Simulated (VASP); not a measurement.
A run of VASP 6.6.1 is set up as follows.

INCAR

```
PREC = Accurate
ENCUT = 520
EDIFF = 1E-7
ISMEAR = -1
SIGMA = 0.1
LREAL = F
LASPH = T
NELM = 100
ALGO = Normal
ISIF = 2
LWAVE = F
LCHARG = F
GGA = RE
NBANDS = 20
```

The input KPOINTS:

```
regular mesh
0
Gamma
  15 15 15
```

File POSCAR:

```
Nb
1.0
    0.0000000000      2.9768944074      2.9768944074
    2.9768944074      0.0000000000      2.9768944074
    2.9768944074      2.9768944074      0.0000000000
Nb
2
Direct
    0.1250000000      0.1250000000      0.1250000000
    0.8750000000      0.8750000000      0.8750000000
```

Potentials or basis: VASP PAW PBE potentials, release 64 (Nb_sv).

Command:

```bash
$ cat potpaw_PBE.64/Nb_sv/POTCAR > POTCAR
$ mpirun -np 1 vasp_std > vasp.out
```

Problem. Predict the pressure.

Solution. -0.1 GPa.

Problem. Estimate the band gap on the k mesh.

Solution. Zero (band 13 reaches 6.93 eV, above the bottom of band 14 at 5.85 eV).

Caveat: the PAW data sets were made with another functional, which shifts forces and pressure a little.
